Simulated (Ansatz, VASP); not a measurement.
## LiBr in VASP and in Ansatz

Contents of POSCAR:

```
LiBr
1.0
    0.0000000000      2.7395485816      2.7395485816
    2.7395485816      0.0000000000      2.7395485816
    2.7395485816      2.7395485816      0.0000000000
Li Br
1 1
Direct
    0.0000000000      0.0000000000      0.0000000000
    0.5000000000      0.5000000000      0.5000000000
```

The input INCAR.step1:

```
SYSTEM = LiBr
  PREC = Accurate
  ENCUT = 650
  EDIFF = 1E-5
  ISMEAR = 0
  SIGMA = 0.01
  LREAL = .False.
  LASPH = .True.
  NELM = 120
  ALGO = Normal
  ISIF = 2
  LWAVE = .True.
  LCHARG = .False.
  GGA = PE
  NBANDS = 12
  GGA_COMPAT = .False.
```

Contents of INCAR.step2:

```
SYSTEM = LiBr
  PREC = Accurate
  ENCUT = 650
  EDIFF = 1E-6
  ISMEAR = 0
  SIGMA = 0.01
  LREAL = .False.
  LASPH = .True.
  NELM = 120
  ALGO = Normal
  ISIF = 2
  LWAVE = .False.
  LCHARG = .False.
  GGA = PE
  LHFCALC = .True.
  HFSCREEN = 0.2079
  PRECFOCK = Normal
  ISTART = 1
  NBANDS = 12
  GGA_COMPAT = .False.
```

Contents of KPOINTS:

```
regular mesh
0
Gamma
  4 4 4
  0 0 0
```

Input for Ansatz:

```yaml
crystal:
  lattice:
    - [0.0, 2.7395485816, 2.7395485816]
    - [2.7395485816, 0.0, 2.7395485816]
    - [2.7395485816, 2.7395485816, 0.0]
  atoms:
    - { symbol: Li, position: [0.0, 0.0, 0.0] }
    - { symbol: Br, position: [0.5, 0.5, 0.5] }
kpoints:
  mp_grid: { grid: [4, 4, 4] }
hamiltonian:
  xc: hse06
scf:
  occupations: { method: fixed }
  n_extra_bands: 4
output:
  forces: true
  stress: true
  eigenvalues: true
```

Alike in both runs: task single point; functional HSE06; k mesh 4 × 4 × 4; no spin polarisation.

|  | VASP | Ansatz |
| --- | --- | --- |
| version | VASP 6.6.1 | Ansatz 0.2.0 |
| potentials or method | VASP PAW PBE potentials, release 64 (Li_sv, Br) | plane waves, PAW |
| plane-wave cutoff (eV) | 650 | 420 |
| occupations | gaussian, width 0.01 eV | fixed |
| valence electrons in the cell | 10 | 10 |

VASP gave:

| Property | Result |
| --- | --- |
| gap on the k mesh at the Fermi level (eV) | 6.21 |
| pressure (GPa) | -0.1 |

**Question.** Estimate Ansatz's values.

**Answer.** gap on the k mesh at the Fermi level (eV): 6.22; pressure (GPa): 0.1.

Ansatz's warnings: stress exchange threshold loose, stress scf threshold loose.

The k mesh is coarse, so the values compare programs but aren't converged.
